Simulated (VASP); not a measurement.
# La (Fm-3m) in VASP: further runs

La is run at these levels: PBEsol; tasks: single point.

All numbers are computed with VASP 6.6.1; they aren't measurements. Logs are shortened: lines on timing, memory, paths and dates and some standing lists are left out, and cuts for length are marked.

## 1. The cell of the first run

Symmetry: Fm-3m, No. 225, cubic system. The conventional cell has a = 5.142 Å, b = 5.142 Å, c = 5.142 Å, α = 90.00°, β = 90.00°, γ = 90.00°. Within 4.8 Å of La (site symmetry m-3m) lie 12 La at 3.64 Å.

This isn't the form of La at room conditions, which is double hcp.

## 2. Single point, PBEsol

INCAR reads:

```
SYSTEM = La
ALGO = Normal ; EDIFF = 1E-6
ENCUT = 520 ; GGA = PS
ISIF = 2 ; ISMEAR = -1
LASPH = .True. ; LCHARG = .True.
LELF = .True. ; LREAL = .False.
LVHAR = .True. ; LWAVE = .False.
NBANDS = 12 ; NELM = 100
PREC = Accurate ; SIGMA = 0.1
```

KPOINTS reads:

```
k-points
0
Gamma
  10 10 10
  0 0 0
```

POSCAR reads:

```
La
1.0
    0.0000000000      2.5711697262      2.5711697262
    2.5711697262      0.0000000000      2.5711697262
    2.5711697262      2.5711697262      0.0000000000
La
1
Direct
    0.0000000000      0.0000000000      0.0000000000
```

Potentials or basis: VASP PAW PBE potentials, release 64 (La).

Started as:

```sh
$ cat potpaw_PBE.64/La/POTCAR > POTCAR
$ mpirun -np 1 vasp_std > vasp.out
```

OUTCAR:

```text
SYSTEM = La
   EDIFF = 1E-6
   ENCUT = 520
   GGA = PS
   ISIF = 2
   ISMEAR = -1
   LASPH = .True.
   LREAL = .False.
   NELM = 100
   PREC = Accurate

 ion  position               nearest neighbor table
   1  0.000  0.000  0.000-

  LATTYP: Found a face centered cubic cell.
 ALAT       =     5.1423394524

  Lattice vectors:

 A1 = (   0.0000000000,   2.5711697262,   2.5711697262)
 A2 = (   2.5711697262,   0.0000000000,   2.5711697262)
 A3 = (   2.5711697262,   2.5711697262,   0.0000000000)

Analysis of symmetry for initial positions (statically):
=====================================================================
 Subroutine PRICEL returns:
 Original cell was already a primitive cell.

 Routine SETGRP: Setting up the symmetry group for a
 face centered cubic supercell.

 Subroutine GETGRP returns: Found 48 space group operations
 (whereof 48 operations were pure point group operations)
 out of a pool of 48 trial point group operations.

The static configuration has the point symmetry O_h .

Analysis of symmetry for dynamics (positions and initial velocities):
=====================================================================
 Subroutine PRICEL returns:
 Original cell was already a primitive cell.

 Routine SETGRP: Setting up the symmetry group for a
 face centered cubic supercell.

 Subroutine GETGRP returns: Found 48 space group operations
 (whereof 48 operations were pure point group operations)
 out of a pool of 48 trial point group operations.

The dynamic configuration has the point symmetry O_h .

 Subroutine INISYM returns: Found 48 space group operations
 (whereof 48 operations are pure point group operations),
 and found     1 'primitive' translations

----------------------------------------------------------------------------------------

                                     Primitive cell

  volume of cell :      33.9956

  direct lattice vectors                    reciprocal lattice vectors
     0.000000000  2.571169726  2.571169726    -0.194464020  0.194464020  0.194464020
     2.571169726  0.000000000  2.571169726     0.194464020 -0.194464020  0.194464020
     2.571169726  2.571169726  0.000000000     0.194464020  0.194464020 -0.194464020

  length of vectors
     3.636183098  3.636183098  3.636183098     0.336821562  0.336821562  0.336821562

  position of ions in fractional coordinates (direct lattice)
     0.000000000  0.000000000  0.000000000

  ion indices of the primitive-cell ions
   primitive index   ion index
                 1           1

----------------------------------------------------------------------------------------

 KPOINTS: k-points

Automatic generation of k-mesh.
 Grid dimensions read from file:
 generate k-points for:   10   10   10

 Generating k-lattice:

  Cartesian coordinates                     Fractional coordinates (reciprocal lattice)
    -0.019446402  0.019446402  0.019446402     0.100000000  0.000000000  0.000000000
     0.019446402 -0.019446402  0.019446402     0.000000000  0.100000000  0.000000000
     0.019446402  0.019446402 -0.019446402     0.000000000  0.000000000  0.100000000

  Length of vectors
     0.033682156  0.033682156  0.033682156

  Shift w.r.t. Gamma in fractional coordinates (k-lattice)
     0.000000000  0.000000000  0.000000000

 Subroutine IBZKPT returns following result:
 ===========================================

 Found     47 irreducible k-points:

 Following reciprocal coordinates:
            Coordinates               Weight
  0.000000  0.000000  0.000000      1.000000
  0.100000  0.000000  0.000000      8.000000
  0.200000  0.000000  0.000000      8.000000
  0.300000  0.000000  0.000000      8.000000
  0.400000  0.000000  0.000000      8.000000
  0.500000  0.000000  0.000000      4.000000
[... 16 lines left out ...]
  0.300000  0.300000  0.000000      6.000000
  0.400000  0.300000  0.000000     24.000000
 [... further k-points ...]
   k-points           NKPTS =     47   k-points in BZ     NKDIM =     47   number of bands    NBANDS=     12
   number of dos      NEDOS =    301   number of ions     NIONS =      1
   total plane-waves  NPLWV =  21952
   dimension x,y,z NGX =    28 NGY =   28 NGZ =   28
   dimension x,y,z NGXF=    56 NGYF=   56 NGZF=   56
   ions per type =               1
   NGX,Y,Z   is equivalent  to a cutoff of  12.80, 12.80, 12.80 a.u.
   NGXF,Y,Z  is equivalent  to a cutoff of  25.60, 25.60, 25.60 a.u.
 SYSTEM =  La
   PREC   = accura    normal or accurate (medium, high low for compatibility)
   ISTART =      0    job   : 0-new  1-cont  2-samecut
   ICHARG =      2    charge: 1-file 2-atom 10-const
   ISPIN  =      1    spin polarized calculation?
   LNONCOLLINEAR =      F non collinear calculations
   LSORBIT =      F    spin-orbit coupling
   LASPH  =      T    aspherical Exc in radial PAW
   ENCUT  =  520.0 eV  38.22 Ry    6.18 a.u.   6.76  6.76  6.76*2*pi/ulx,y,z
   NELM   =    100;   NELMIN=  2; NELMDL= -5     # of ELM steps
   EDIFF  = 0.1E-05   stopping-criterion for ELM
   LREAL  =      F    real-space projection
   EDIFFG = 0.1E-04   stopping-criterion for IOM
   NSW    =      0    number of steps for IOM
   IBRION =     -1    ionic relax: 0-MD 1-quasi-New 2-CG
   NFREE  =      0    steps in history (QN), initial steepest desc. (CG)
   ISIF   =      2    stress and relaxation
   ISYM   =      2    0-nonsym 1-usesym 2-fastsym
   POTIM  = 0.5000    time-step for ionic-motion
   TEBEG  =    0.0;   TEEND  =   0.0 temperature during run
   PSTRESS=    0.0 pullay stress
   NELECT =      11.0000    total number of electrons
   NUPDOWN=      -1.0000    fix difference up-down
   EMIN   =  10.00;   EMAX   =-10.00  energy-range for DOS
   EFERMI =   0.00;   METHOD = LEGACY
   ISMEAR =    -1;   SIGMA  =   0.10  broadening in eV -4-tet -1-fermi 0-gaus
   EFERMI_NEDOS =   21; number of points for ismear=-14 and -15
   IALGO  =     38    algorithm
   IMIX   =      4    mixing-type and parameters
     AMIX     =   0.40;   BMIX     =  1.00
     AMIX_MAG =   1.60;   BMIX_MAG =  1.00
  volume/ion in A,a.u.               =      34.00       229.41
  Fermi-wavevector in a.u.,A,eV,Ry     =   1.123910  2.123882 17.186530  1.263174
  Thomas-Fermi vector in A             =   2.260579
   LORBIT       =      0    0 simple, 1 ext, 2 COOP (PROOUT), +10 PAW based schemes
   GGA     = PS    functional components
   LHFCALC =     F    Hartree Fock is set to
   AEXX    =    0.0000 exact exchange contribution
   IVDW    =     0    specifies the selected vdW correction
   LEPSILON=     F    determine dielectric tensor
   LRPA    =     F    only Hartree local field effects (RPA)
 non-spin polarized calculation
  energy-cutoff  :      520.00
  volume of cell :       34.00
 maximum number of plane-waves:       941
   NGX = 13   NGY = 13   NGZ = 13

 number of electron      11.0000001 magnetization

 Free energy of the ion-electron system (eV)
  ---------------------------------------------------
  ext. energy  EPLUGINS =         0.00000000
  ---------------------------------------------------
  free energy    TOTEN  =        -5.36826328 eV

  energy without entropy =       -5.30433053  energy(sigma->0) =       -5.33629690

 E-fermi :   8.5968     XC(G=0): -10.0502

 val. band max:        8.5913378252   @ k =  -0.2000   0.3000   0.1000
 cond. band min:       8.6086688036   @ k =  -0.4000   0.2000   0.1000
 fundamental gap:      0.0173309784
 Fermi energy:         8.5968285598

 k-point     1 :       0.0000    0.0000    0.0000
  band No.  band energies     occupation
      1     -24.1237      2.00000
      2      -6.8542      2.00000
      3      -6.8542      2.00000
      4      -6.8542      2.00000
      5       5.4359      2.00000
      6      10.0037      0.00000
      7      10.1520      0.00000
      8      10.1520      0.00000
      9      10.1520      0.00000
     10      10.6117      0.00000
     11      10.6117      0.00000
     12      10.6117      0.00000

 k-point     2 :       0.1000    0.0000    0.0000
  band No.  band energies     occupation
      1     -24.0981      2.00000
      2      -7.0533      2.00000
      3      -6.8768      2.00000
      4      -6.8768      2.00000
      5       5.7695      2.00000
      6       9.4450      0.00041
      7      10.1998      0.00000
      8      10.1998      0.00000
      9      10.5021      0.00000
     10      10.6086      0.00000
     11      10.6086      0.00000
     12      10.7123      0.00000

 k-point     3 :       0.2000    0.0000    0.0000
  band No.  band energies     occupation
      1     -24.0301      2.00000
      2      -7.5416      2.00000
      3      -6.9353      2.00000
      4      -6.9353      2.00000
      5       6.5049      2.00000
      6       9.0963      0.01345
      7      10.2349      0.00000
      8      10.2349      0.00000
      9      10.4004      0.00000
     10      10.6110      0.00000
     11      10.6110      0.00000
     12      11.0809      0.00000
[... 286 lines left out ...]
 k-point    23 :       0.3000    0.3000    0.0000
  band No.  band energies     occupation
      1     -23.8847      2.00000
      2      -8.0217      2.00000
      3      -7.2850      2.00000
      4      -7.2850      2.00000
      5       7.1833      2.00000
      6       7.6344      1.99987
      7      10.0802      0.00000
      8      10.6432      0.00000
      9      10.6432      0.00000
     10      10.8711      0.00000
     11      10.9619      0.00000
     12      10.9625      0.00000

 k-point    24 :       0.4000    0.3000    0.0000
  band No.  band energies     occupation
      1     -23.8282      2.00000
      2      -8.2426      2.00000
      3      -7.4191      2.00000
      4      -7.3535      2.00000
      5       7.0725      2.00000
      6       7.5518      1.99994
      7      10.1852      0.00000
      8      10.6700      0.00000
      9      10.7658      0.00000
     10      10.7901      0.00000
     11      11.0075      0.00000
     12      11.0417      0.00000

 [... further k-points ...]

------------------------ aborting loop because EDIFF is reached ----------------------------------------

  FORCE on cell =-STRESS in cart. coord.  units (eV):
  Direction    XX          YY          ZZ          XY          YZ          ZX
  --------------------------------------------------------------------------------------
  -------------------------------------------------------------------------------------
  Total        0.0218625      0.0218625      0.0218625      0.0000000      0.0000000     -0.0000000
  in kB        1.0303568      1.0303568      1.0303568      0.0000000      0.0000000     -0.0000000
  external PRESSURE =       1.0303568 kB  Pullay stress =       0.0000000 kB

 VOLUME and BASIS-vectors are now :
 -----------------------------------------------------------------------------
  energy-cutoff  :      520.00
  volume of cell :       34.00
      direct lattice vectors                 reciprocal lattice vectors
     0.000000000  2.571169726  2.571169726    -0.194464020  0.194464020  0.194464020
     2.571169726  0.000000000  2.571169726     0.194464020 -0.194464020  0.194464020
     2.571169726  2.571169726  0.000000000     0.194464020  0.194464020 -0.194464020

 POSITION                                       TOTAL-FORCE (eV/Angst)
 -----------------------------------------------------------------------------------
      0.00000      0.00000      0.00000         0.000000     -0.000000     -0.000000
 -----------------------------------------------------------------------------------
    total drift:                                0.000000      0.000000      0.000000

  FREE ENERGIE OF THE ION-ELECTRON SYSTEM (eV)
  ---------------------------------------------------
  free  energy   TOTEN  =        -5.3682632783 eV

  energy  without entropy=       -5.3043305263  energy(sigma->0) =       -5.33629690
```

Wall time 22 s (1 thread of Intel Xeon 8259CL, shared host); peak memory 0.18 GiB.

What came out:

```
Free energy            : -5.3683 eV
Pressure               : 0.1 GPa
Band gap on the k mesh : zero (an odd number of electrons rules out a gap without spin polarisation)
```

Caveat: the PAW data sets were made with another functional, which shifts forces and pressure a little; spin-orbit coupling is left out, which moves the levels of the heavy elements.

## 3. Single point, PBEsol (29.92 Å³/atom)

This run uses another cell than the first one, of 29.92 Å³/atom.

INCAR reads:

```
SYSTEM = La
PREC = Accurate ; ENCUT = 520
EDIFF = 1E-7 ; ISMEAR = -1
SIGMA = 0.1 ; LREAL = .FALSE.
LASPH = .TRUE. ; NELM = 80
ALGO = Normal ; ISIF = 2
LWAVE = .FALSE. ; LCHARG = .FALSE.
GGA = PS ; NBANDS = 12
```

KPOINTS reads:

```
regular mesh
0
G
  12 12 12
  0 0 0
```

POSCAR reads:

```
La
1.0
    0.0000000000      2.4639107364      2.4639107364
    2.4639107364      0.0000000000      2.4639107364
    2.4639107364      2.4639107364      0.0000000000
La
1
Direct
    0.0000000000      0.0000000000      0.0000000000
```

Potentials or basis: VASP PAW PBE potentials, release 64 (La).

Started as:

```sh
$ cat potpaw_PBE.64/La/POTCAR > POTCAR
$ mpirun -np 1 vasp_std > vasp.out
```

It took 38 s on 1 thread of Intel Xeon 8259CL, shared host; peak memory 0.19 GiB.

Results (log left out):

```yaml
Free_energy: -5.3289 eV
Pressure: 4.2 GPa
Band_gap_on_the_k_mesh: zero (an odd number of electrons rules out a gap without spin polarisation)
```

Levels at points of the mesh, in eV from the Fermi level:
```tsv
k point	band 2	band 3	band 4	band 5	band 6	band 7	band 8	band 9
(0.00, 0.00, 0.00)	-14.96	-14.96	-14.96	-2.90	1.45	1.66	1.66	1.66
(0.50, 0.00, 0.00)	-17.50	-15.28	-15.28	-1.93	1.37	1.37	1.50	2.32
(0.50, 0.50, 0.00)	-17.31	-15.87	-15.87	-2.59	-1.95	2.42	2.46	2.46
```

Caveat: the cell stands under pressure; the PAW data sets were made with another functional, which shifts forces and pressure a little; spin-orbit coupling is left out, which moves the levels of the heavy elements.

## 4. Single point, PBEsol (31.28 Å³/atom)

This run uses another cell than the first one, of 31.28 Å³/atom.

INCAR reads:

```
SYSTEM = La
  ALGO = Normal
  EDIFF = 1E-6
  ENCUT = 520
  GGA = PS
  ISIF = 2
  ISMEAR = -1
  LASPH = .TRUE.
  LCHARG = .TRUE.
  LELF = .TRUE.
  LREAL = .FALSE.
  LVHAR = .TRUE.
  LWAVE = .FALSE.
  NBANDS = 12
  NELM = 80
  PREC = Accurate
  SIGMA = 0.1
```

KPOINTS reads:

```
k-points
0
G
  12 12 12
  0 0 0
```

POSCAR reads:

```
La
1.0
    0.0000000000      2.5006909460      2.5006909460
    2.5006909460      0.0000000000      2.5006909460
    2.5006909460      2.5006909460      0.0000000000
La
1
Direct
    0.0000000000      0.0000000000      0.0000000000
```

Started as:

```sh
$ cat potpaw_PBE.64/La/POTCAR > POTCAR
$ mpirun -np 1 vasp_std > vasp.out
```

It took 43 s on 1 thread of Intel Xeon 8259CL, shared host; peak memory 0.19 GiB.

The run converged. Its results:

| Quantity | Value |
| --- | --- |
| Free energy | -5.3574 eV |
| Pressure | 2.5 GPa |
| Band gap on the k mesh | zero (an odd number of electrons rules out a gap without spin polarisation) |

Levels at points of the mesh, in eV from the Fermi level:
```csv
k point,band 3,band 4,band 5,band 6,band 7,band 8
"(0.00, 0.00, 0.00)",-15.13,-15.13,-3.01,1.45,1.63,1.63
"(0.50, 0.00, 0.00)",-15.42,-15.42,-1.90,1.35,1.35,1.49
"(0.50, 0.50, 0.00)",-15.94,-15.94,-2.45,-1.82,2.32,2.35
```

Caveat: the PAW data sets were made with another functional, which shifts forces and pressure a little; spin-orbit coupling is left out, which moves the levels of the heavy elements.

## 5. Single point, PBEsol (32.64 Å³/atom)

This run uses another cell than the first one, of 32.64 Å³/atom.

INCAR reads:

```
PREC = Accurate ; ENCUT = 520
EDIFF = 1E-6 ; ISMEAR = -1
SIGMA = 0.1 ; LREAL = F
LASPH = T ; NELM = 60
ALGO = Normal ; ISIF = 2
LWAVE = F ; LCHARG = F
GGA = PS ; NBANDS = 12
```

KPOINTS reads:

```
Automatic mesh
0
Gamma
  12 12 12
```

POSCAR reads:

```
La
1.0
    0.0000000000      2.5364199295      2.5364199295
    2.5364199295      0.0000000000      2.5364199295
    2.5364199295      2.5364199295      0.0000000000
La
1
Direct
    0.0000000000      0.0000000000      0.0000000000
```

Started as:

```sh
$ cat potpaw_PBE.64/La/POTCAR > POTCAR
$ mpirun -np 1 vasp_std > vasp.out
```

It took 47 s on 1 thread of Intel Xeon 8259CL, shared host; peak memory 0.19 GiB.

The run converged. Its results:

- Free energy: -5.3727 eV
- Pressure: 1.1 GPa
- Band gap on the k mesh: zero (an odd number of electrons rules out a gap without spin polarisation)

Levels at points of the mesh, in eV from the Fermi level:
```
           k point  band 3  band 4  band 5  band 6  band 7  band 8
(0.00, 0.00, 0.00)  -15.29  -15.29   -3.09    1.43    1.59    1.59
(0.50, 0.00, 0.00)  -15.55  -15.55   -1.86    1.34    1.34    1.47
(0.50, 0.50, 0.00)  -16.01  -16.01   -2.33   -1.71    2.23    2.25
```

Caveat: the PAW data sets were made with another functional, which shifts forces and pressure a little; spin-orbit coupling is left out, which moves the levels of the heavy elements.

## 6. Single point, PBEsol (34.00 Å³/atom)

INCAR reads:

```
ALGO     = Normal         # electronic algorithm
EDIFF    = 1E-6           # SCF threshold, eV
ENCUT    = 520            # plane-wave cutoff, eV
GGA      = PS             # functional
ISIF     = 2              # what is computed and relaxed
ISMEAR   = -1             # smearing method
LASPH    = T              # aspherical terms in the spheres
LCHARG   = F              # write CHGCAR
LREAL    = F              # projectors in reciprocal space
LWAVE    = F              # write WAVECAR
NBANDS   = 12             # bands
NELM     = 60             # most SCF steps
PREC     = Accurate       # precision mode
SIGMA    = 0.1            # smearing width, eV
```

KPOINTS reads:

```
k-points
0
Gamma
  12 12 12
```

POSCAR reads:

```
La
1.0
    0.0000000000      2.5711697262      2.5711697262
    2.5711697262      0.0000000000      2.5711697262
    2.5711697262      2.5711697262      0.0000000000
La
1
Direct
    0.0000000000      0.0000000000      0.0000000000
```

Potentials or basis: VASP PAW PBE potentials, release 64 (La).

Started as:

```sh
$ cat potpaw_PBE.64/La/POTCAR > POTCAR
$ mpirun -np 1 vasp_std > vasp.out
```

It took 50 s on 1 thread of Intel Xeon 8259CL, shared host; peak memory 0.19 GiB.

Results (log left out):

| Quantity | Value |
| --- | --- |
| Free energy | -5.3768 eV |
| Pressure | -0.1 GPa |
| Band gap on the k mesh | zero (an odd number of electrons rules out a gap without spin polarisation) |

Levels at points of the mesh, in eV from the Fermi level:
```csv
k point,band 1,band 2,band 3,band 4,band 5,band 6,band 7,band 8,band 9,band 10
"(0.00, 0.00, 0.00)",-32.72,-15.45,-15.45,-15.45,-3.15,1.41,1.56,1.56,1.56,2.02
"(0.50, 0.00, 0.00)",-32.44,-17.25,-15.67,-15.67,-1.82,1.32,1.32,1.44,2.06,2.06
"(0.50, 0.50, 0.00)",-32.34,-17.12,-16.09,-16.09,-2.22,-1.60,2.15,2.15,2.15,2.18
```

Caveat: the PAW data sets were made with another functional, which shifts forces and pressure a little; spin-orbit coupling is left out, which moves the levels of the heavy elements.

## 7. Overview

```csv
cell,k mesh,gap on the mesh (eV),pressure (GPa)
"a = 3.636 Å, angles 60.0°, 1 atom",10 × 10 × 10,none,0.1
"a = 3.484 Å, angles 60.0°, 1 atom",12 × 12 × 12,none,4.2
"a = 3.537 Å, angles 60.0°, 1 atom",12 × 12 × 12,none,2.5
"a = 3.587 Å, angles 60.0°, 1 atom",12 × 12 × 12,none,1.1
"a = 3.636 Å, angles 60.0°, 1 atom",12 × 12 × 12,none,-0.1
```

Alike in all rows: task single point; level PBEsol; potentials or basis VASP PAW PBE potentials, release 64 (La); no spin polarisation; cutoff (eV) 520; smearing fermi-dirac 0.1 eV.

Caveats: the PAW data sets were made with another functional, which shifts forces and pressure a little; spin-orbit coupling is left out, which moves the levels of the heavy elements; the cell stands under pressure (at least some runs).

Absolute energies hang on the potentials; compare differences alone.

The gap in the log of VASP goes by the Fermi energy; the results here count the filled bands.